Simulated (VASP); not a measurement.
A run of VASP 6.6.1:

The input INCAR:

```
SYSTEM = CoSi2
PREC = Accurate
ENCUT = 520
EDIFF = 1E-6
ISMEAR = 0
SIGMA = 0.15
LREAL = .FALSE.
LASPH = .TRUE.
NELM = 150
ALGO = Normal
ISIF = 2
LWAVE = .FALSE.
LCHARG = .FALSE.
ISPIN = 2
MAGMOM = 1.1 0 0
LORBIT = 11
NUPDOWN = 1.1
LMAXMIX = 4
GGA = PE
NBANDS = 20
```

File KPOINTS:

```
regular mesh
0
G
  14 14 14
  0 0 0
```

Contents of POSCAR:

```
CoSi2
1.0
    0.0000000000      2.7154125383      2.7154125383
    2.7154125383      0.0000000000      2.7154125383
    2.7154125383      2.7154125383      0.0000000000
Co Si
1 2
Direct
    0.0000000000      0.0000000000      0.0000000000
    0.2500000000      0.2500000000      0.2500000000
    0.7500000000      0.7500000000      0.7500000000
```

Potentials or basis: VASP PAW PBE potentials, release 64 (Co, Si).

Run with:

```console
$ cat potpaw_PBE.64/Co/POTCAR potpaw_PBE.64/Si/POTCAR > POTCAR
$ mpirun -np 1 vasp_std > vasp.out
```

Hardware: 1 thread of AMD EPYC 7R13, on a shared host.

Problem. How long does it take, and how much memory?

Solution. Run time: 4.9 min on 1 thread of AMD EPYC 7R13, with other jobs on the host, peak memory 0.24 GiB. Counts: scf iterations 14, k points 104.
